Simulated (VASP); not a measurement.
A run of VASP 6.6.1 is set up as follows.

The input INCAR:

```
PREC = Accurate
ENCUT = 520
EDIFF = 1E-6
ISMEAR = 1
SIGMA = 0.05
LREAL = F
LASPH = T
NELM = 60
ALGO = Normal
ISIF = 2
LWAVE = F
LCHARG = F
NBANDS = 35
```

Contents of KPOINTS:

```
Automatic mesh
0
Gamma
  8 8 2
```

The input POSCAR:

```
MoS2
1.0
    3.1261704254      0.0000000000      0.0000000000
   -1.5630852127      2.7073385613      0.0000000000
    0.0000000000      0.0000000000     12.1574390416
Mo S
2 4
Direct
    0.3333333333      0.6666666667      0.2500000000
    0.6666666667      0.3333333333      0.7500000000
    0.3333333333      0.6666666667      0.6230000000
    0.6666666667      0.3333333333      0.1230000000
    0.3333333333      0.6666666667      0.8770000000
    0.6666666667      0.3333333333      0.3770000000
```

Potentials or basis: VASP PAW LDA potentials, release 64 (Mo_sv, S).

Launch:

```console
$ cat potpaw_LDA.64/Mo_sv/POTCAR potpaw_LDA.64/S/POTCAR > POTCAR
$ mpirun -np 1 vasp_std > vasp.out
```

What does it give for the pressure?

0.7 GPa.

Predict the band gap on the k mesh.

0.88 eV, indirect (least direct gap 2.04 eV).

What does it give for the largest force?

0.207 eV/Å.

Stress tensor (GPa, compression positive):
```
0.32 0.00 0.00
0.00 0.32 0.00
0.00 0.00 1.47
```

**The experiment to reproduce.**

“Multiwavelength excitation Raman Scattering Analysis of bulk and 2 dimensional MoS2: Vibrational properties of atomically thin MoS2 layers”, 2015, arxiv:1506.03228 reports, for a bulk crystal of MoS2 at 300 K: band gap 1.3 eV (indirect).

A measured gap of MoS2 is 1.3 eV (indirect; 300 K; “Multiwavelength excitation Raman Scattering Analysis of bulk and 2 dimensional MoS2: Vibrational properties of atomically thin MoS2 layers”, 2015, arxiv:1506.03228); the calculated 0.88 eV misses it by -0.42 eV. Spin-orbit coupling on Mo is left out. The value is that of LDA on a finite k mesh, which can miss the band edges, without temperature or zero-point motion. Semilocal functionals fall short of measured gaps as a rule.
